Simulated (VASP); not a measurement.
Input of a VASP 6.6.1 run:

The input INCAR:

```
ALGO = Normal
EDIFF = 1E-6
ENCUT = 520
GGA = PE
ISIF = 2
ISMEAR = 0
LASPH = True
LCHARG = True
LELF = True
LREAL = False
LVHAR = True
LWAVE = False
NBANDS = 35
NELM = 60
PREC = Accurate
SIGMA = 0.05
```

Contents of KPOINTS:

```
k-points
0
Gamma
  6 6 8
```

The input POSCAR:

```
SnO2
1.0
    4.8261155932     -0.0000763868     -0.0002471908
    0.0000510502      4.8289926754     -0.0000181377
   -0.0000809078     -0.0000090778      3.2380864255
Sn O
2 4
Direct
   -0.0000002201     -0.0000000550     -0.0000007955
    0.5000003308      0.4999995815      0.5000003118
    0.3064160787      0.3067425124     -0.0000093041
    0.1935797566      0.8067396921      0.5000076844
    0.6935839487      0.6932571560      0.0000104343
    0.8064201053      0.1932611130      0.4999916692
```

Potentials or basis: VASP PAW PBE potentials, release 64 (Sn_d, O).

Command:

```sh
$ cat potpaw_PBE.64/Sn_d/POTCAR potpaw_PBE.64/O/POTCAR > POTCAR
$ mpirun -np 1 vasp_std > vasp.out
```

(1) Predict the pressure.

(2) Predict the largest force.

(3) Predict the band gap on the k mesh.

Results:

(1) 0.6 GPa.

(2) 0.017 eV/Å.

(3) 0.67 eV.

Caveat: spin-orbit coupling is left out, which moves the levels of the heavy elements.
